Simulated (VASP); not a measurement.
Input of a VASP 6.6.1 run:

INCAR

```
  PREC = Accurate
  ENCUT = 750
  EDIFF = 1E-6
  ISMEAR = 0
  SIGMA = 0.02
  LREAL = F
  LASPH = T
  NELM = 120
  ALGO = Normal
  ISIF = 2
  LWAVE = F
  LCHARG = F
  GGA = PE
  NBANDS = 12
  GGA_COMPAT = F
```

KPOINTS

```
Automatic mesh
0
Gamma
  8 8 8
```

POSCAR

```
LiCl
1.0
    0.0000000000      2.5647600000      2.5647600000
    2.5647600000      0.0000000000      2.5647600000
    2.5647600000      2.5647600000      0.0000000000
Li Cl
1 1
Direct
    0.0000000000      0.0000000000      0.0000000000
    0.5292425022      0.5292425022      0.4707574978
```

Potentials or basis: VASP PAW PBE potentials, release 64 (Li_sv, Cl).

Run with:

```console
$ cat potpaw_PBE.64/Li_sv/POTCAR potpaw_PBE.64/Cl/POTCAR > POTCAR
$ mpirun -np 1 vasp_std > vasp.out
```

Problem. What does it give for the pressure?

Solution. 0.6 GPa.

Problem. What does it give for the largest force?

Solution. 0.121 eV/Å.

Problem. Estimate the band gap on the k mesh.

Solution. 6.32 eV.

Stress tensor (GPa, compression positive):
```
0.26 0.00 0.00
0.00 0.26 0.00
0.00 0.00 1.23
```

Caveat: the cell differs from its parent crystal (one atom moved). A k mesh can miss the band edges.
